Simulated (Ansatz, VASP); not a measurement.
HfSi2O6: VASP beside Ansatz

File INCAR:

```
ALGO = Normal ; EDIFF = 1E-7
ENCUT = 520 ; GGA = PE
ISIF = 2 ; ISMEAR = 0
LASPH = T ; LCHARG = F
LREAL = F ; LWAVE = F
NBANDS = 37 ; NELM = 80
PREC = Accurate ; SIGMA = 0.02
```

KPOINTS

```
k-points
0
Gamma
  6 6 4
```

The input POSCAR:

```
HfSi2O6
1.0
    4.9553592000     -2.5079402000      0.0000000000
    4.9553592000      2.5079402000      0.0000000000
   -0.1764545000      0.0000000000      5.8822158000
Hf Si O
1 2 6
Direct
    0.4587940000      0.5412060000      0.0000000000
    0.5193970000      0.9865640000      0.6551790000
    0.0134360000      0.4806030000      0.3448210000
    0.7916040000      0.4295670000      0.2022840000
    0.3048400000      0.1550930000      0.4318780000
    0.5704330000      0.2083960000      0.7977160000
    0.1259400000      0.6285810000      0.1826300000
    0.8449070000      0.6951600000      0.5681220000
    0.3714190000      0.8740600000      0.8173700000
```

Input for Ansatz:

```yaml
crystal:
  lattice:
    - [4.9553592, -2.5079402, 0.0]
    - [4.9553592, 2.5079402, 0.0]
    - [-0.1764545, 0.0, 5.8822158]
  atoms:
    - { symbol: Hf, position: [0.458794, 0.541206, 0.0] }
    - { symbol: Si, position: [0.519397, 0.986564, 0.655179] }
    - { symbol: Si, position: [0.013436, 0.480603, 0.344821] }
    - { symbol: O, position: [0.791604, 0.429567, 0.202284] }
    - { symbol: O, position: [0.30484, 0.155093, 0.431878] }
    - { symbol: O, position: [0.570433, 0.208396, 0.797716] }
    - { symbol: O, position: [0.12594, 0.628581, 0.18263] }
    - { symbol: O, position: [0.844907, 0.69516, 0.568122] }
    - { symbol: O, position: [0.371419, 0.87406, 0.81737] }
basis:
  ecutwfc: 420
kpoints:
  mp_grid: { grid: [6, 6, 4] }
  band_path:
    path:
      - [[0.0, 0.0, 0.0], [-0.31409361, 0.31409361, 0.0]]
      - [[-0.68590639, -0.31409361, 0.0], [-0.5, -0.5, 0.0], [0.0, 0.0, 0.0], [-0.5, -0.5, 0.5], [-0.68914293, -0.31085707, 0.5]]
      - [[-0.31085707, 0.31085707, 0.5], [0.0, 0.0, 0.5], [0.0, 0.0, 0.0]]
      - [[-0.5, 0.0, 0.5], [0.0, 0.0, 0.0], [-0.5, 0.0, 0.0]]
    npoints: 14
hamiltonian:
  xc: pbe
scf:
  occupations: { method: gaussian, width: 0.02 }
  n_extra_bands: 22
output:
  forces: true
  stress: true
  eigenvalues: true
  populations: true
  dos: { projected: true, de: 0.02, nscf_kmesh: { grid: [9, 9, 6] } }
  bader: true
  write_density: true
  write_potential: true
  elf: true
  volumetric_format: npy
```

Alike in both runs: task single point; functional PBE; k mesh 6 × 6 × 4; occupations gaussian, width 0.02 eV; no spin polarisation.

```csv
,VASP,Ansatz
version,VASP 6.6.1,Ansatz 0.2.0
potentials or method,"VASP PAW PBE potentials, release 64 (Hf_pv, Si, O), cutoff 520 eV","scalar-relativistic, plane waves, PAW"
valence electrons in the cell,54,70
```

|  | VASP | Ansatz | Ansatz less VASP |
| --- | --- | --- | --- |
| gap on the k mesh at the Fermi level (eV) | 5.03 | 5.03 | 0.000 |
| least direct gap on the mesh (eV) | 5.29 | 5.29 | -0.001 |
| pressure (GPa) | -0.4 | 0.0 | +0.38 |
| rms of the force components (eV/Å) | 0.072 | 0.004 | -0.0687 |

Atom by atom the forces differ by 0.073 eV/Å (rms over components). With one functional, cell and mesh, what is left measures potentials, basis and numerics. VASP's potentials hold 54 valence electrons a cell and Ansatz's 70, so a difference there can come from the potentials and not from the codes.

Neither program's run includes spin-orbit coupling.
